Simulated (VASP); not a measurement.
Write the native input for VASP 6.6.1 that does the following.

| Item | Value |
| --- | --- |
| Task | single point |
| Functional | PBE |
| Dispersion | D3(BJ) |
| Potentials or basis | VASP PAW PBE potentials, release 64 (Se) |
| Cutoff | 520 eV |
| k mesh | 9 × 9 × 8 |
| Occupations | gaussian, width 0.05 eV |
| Spin | no spin polarisation |
| Dipole correction | no |
| Further INCAR settings | ALGO = Normal; EDIFF = 1e-06; NBANDS = 16 |

The structure of Se lies in POSCAR:

```
Se
1.0
    4.0025012891      0.0000000000      0.0000000000
   -2.0012506446      3.4662677951      0.0000000000
    0.0000000000      0.0000000000      5.2973104561
Se
3
Direct
    0.1858920228      0.0000000000      0.3333333333
    0.0000000000      0.1858920228      0.6666666667
    0.8141079772      0.8141079772      0.0000000000
```

This cell differs from its parent crystal: c/a of the conventional cell at fixed volume 1.3235.

The input as run:

INCAR

```
SYSTEM = Se
ALGO = Normal ; EDIFF = 1E-6
ENCUT = 520 ; GGA = PE
ISIF = 2 ; ISMEAR = 0
IVDW = 12 ; LASPH = .True.
LCHARG = .False. ; LREAL = .False.
LWAVE = .False. ; NBANDS = 16
NELM = 100 ; PREC = Accurate
SIGMA = 0.05
```

KPOINTS

```
k-points
0
Gamma
  9 9 8
  0 0 0
```

Potentials or basis: VASP PAW PBE potentials, release 64 (Se).

Launch:

```console
$ cat potpaw_PBE.64/Se/POTCAR > POTCAR
$ mpirun -np 1 vasp_std > vasp.out
```

Results of the run:

- Pressure: 16.6 GPa
- Largest force: 4.434 eV/Å
- Band gap on the k mesh: zero (filled and empty bands touch)
- Dispersion energy per atom: -0.355 eV

Caveat: pairwise dispersion overbinds metals, which lowers pressure and volume; forces of over 1 eV/Å act on the atoms, so gaps and moduli don't describe the material at rest.

Wall time 2.4 min on 1 thread of AMD EPYC 7R13, on a shared host, peak memory 0.2 GiB.
